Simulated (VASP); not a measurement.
A run of VASP 6.6.1 is set up as follows.

The input INCAR:

```
ALGO = Normal
EDIFF = 1E-7
EDIFFG = -0.005
ENCUT = 600
GGA = PS
IBRION = 2
ISIF = 3
ISMEAR = -1
LASPH = T
LCHARG = F
LREAL = F
LWAVE = F
NELM = 80
NSW = 80
PREC = Accurate
SIGMA = 0.02
```

File KPOINTS:

```
k-points
0
Gamma
  4 4 6
```

File POSCAR:

```
PbO2
1.0
    5.0819121967      0.0000000000      0.0000000000
    0.0000000000      5.0819121967      0.0000000000
    0.0000000000      0.0000000000      3.4416552940
Pb O
2 4
Direct
    0.0000000000      0.0000000000      0.0000000000
    0.5000000000      0.5000000000      0.5000000000
    0.3079834378      0.3079834378      0.0000000000
    0.1920165622      0.8079834378      0.5000000000
    0.6920165622      0.6920165622      0.0000000000
    0.8079834378      0.1920165622      0.5000000000
```

Potentials or basis: VASP PAW PBE potentials, release 64 (Pb_d, O).

The run is started by

```console
$ cat potpaw_PBE.64/Pb_d/POTCAR potpaw_PBE.64/O/POTCAR > POTCAR
$ mpirun -np 1 vasp_std > vasp.out
```

Task: Predict the relaxed cell.

Result: a = 4.996 Å, b = 4.996 Å, c = 3.415 Å, α = 90.00°, β = 90.00°, γ = 90.00°.

Task: Predict the band gap on the k mesh.

Result: 0.18 eV (least direct gap 0.69 eV).

Task: Estimate the space group after relaxing (to 0.1 Å).

Result: P4_2/mnm (No. 136).

Task: What does it give for the relaxed volume?

Result: 14.20 Å³/atom.

Forces in eV/Å, atoms in the order of the input:
```
Pb   0.000  0.000  0.000
Pb   0.000  0.000  0.000
O   -0.003 -0.003  0.000
O    0.003 -0.003  0.000
O    0.003  0.003  0.000
O   -0.003  0.003  0.000
```

Caveat: the PAW data sets were made with another functional, which shifts forces and pressure a little; spin-orbit coupling is left out, which moves the levels of the heavy elements. A k mesh can miss the band edges.
